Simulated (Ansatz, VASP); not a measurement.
Two plane-wave programs on Ag

```xyz
1
Lattice="0.0000 2.1568 1.8333 2.1568 0.0000 1.8333 2.1568 2.1568 0.0000" Properties=species:S:1:pos:R:3 pbc="T T T"
Ag    0.0000    0.0000    0.0000
```

Alike in both runs: task single point; functional PBE; k mesh 22 × 22 × 22; occupations gaussian, width 0.15 eV; no spin polarisation.

|  | VASP | Ansatz |
| --- | --- | --- |
| version | VASP 6.6.1 | Ansatz 0.2.0 |
| potentials or method | VASP PAW PBE potentials, release 64 (Ag), cutoff 520 eV | scalar-relativistic, plane waves, PAW |
| valence electrons in the cell | 11 | 19 |

```tsv
	VASP	Ansatz	Ansatz less VASP
gap on the k mesh at the Fermi level (eV)	none	none	-
pressure (GPa)	5.0	5.2	+0.12
traceless stress, the component that is largest in VASP (GPa)	1.50	1.52	+0.012
```

A gap of «none» marks a metal or a gap that the smearing closes. VASP's potentials hold 11 valence electrons a cell and Ansatz's 19, so a difference there can come from the potentials and not from the codes.
